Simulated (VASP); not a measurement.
Rh: single point with r2SCAN

Crystal: Rh.

```xyz
1
Lattice="0.0000 1.8445 1.9301 1.8445 0.0000 1.9301 1.8445 1.8445 0.0000" Properties=species:S:1:pos:R:3 pbc="T T T"
Rh    0.0000    0.0000    0.0000
```

This cell differs from its parent crystal: strain -0.030 along x and y, +0.015 along z.

```json
{"Program": "VASP 6.6.1", "Task": "single point", "Functional": "r2SCAN", "Potentials or basis": "VASP PAW PBE potentials, release 64 (Rh_pv)", "Cutoff": "520 eV", "k mesh": "8 × 8 × 8", "Occupations": "gaussian, width 0.15 eV", "Spin": "no spin polarisation"}
```

| Quantity | Value |
| --- | --- |
| Pressure | 16.5 GPa |

Stress tensor (GPa, compression positive):
```
20.70  0.00  0.00
 0.00 20.70  0.00
 0.00  0.00  8.24
```

Levels at points of the mesh, in eV from the Fermi level:
| k point | band 5 | band 6 | band 7 | band 8 | band 9 | band 10 |
| --- | --- | --- | --- | --- | --- | --- |
| (0.00, 0.00, 0.00) | -3.79 | -3.23 | -3.23 | -1.51 | -0.84 | 16.66 |
| (0.50, 0.00, 0.00) | -3.82 | -3.27 | 0.49 | 0.75 | 0.83 | 9.58 |
| (0.50, 0.50, 0.00) | -6.62 | 0.58 | 1.09 | 1.09 | 2.84 | 12.59 |
| (0.50, 0.00, 0.50) | -6.64 | 0.51 | 0.88 | 1.38 | 3.88 | 13.70 |

Wall time 28 s on 1 thread of Intel Xeon 6975P-C, with other jobs on the host, peak memory 0.13 GiB.

Caveat: the k points lie up to 0.36 Å⁻¹ apart; the cell differs from its parent crystal (strain -0.030 along x and y, +0.015 along z); the PAW data sets were made with another functional, which shifts forces and pressure a little.
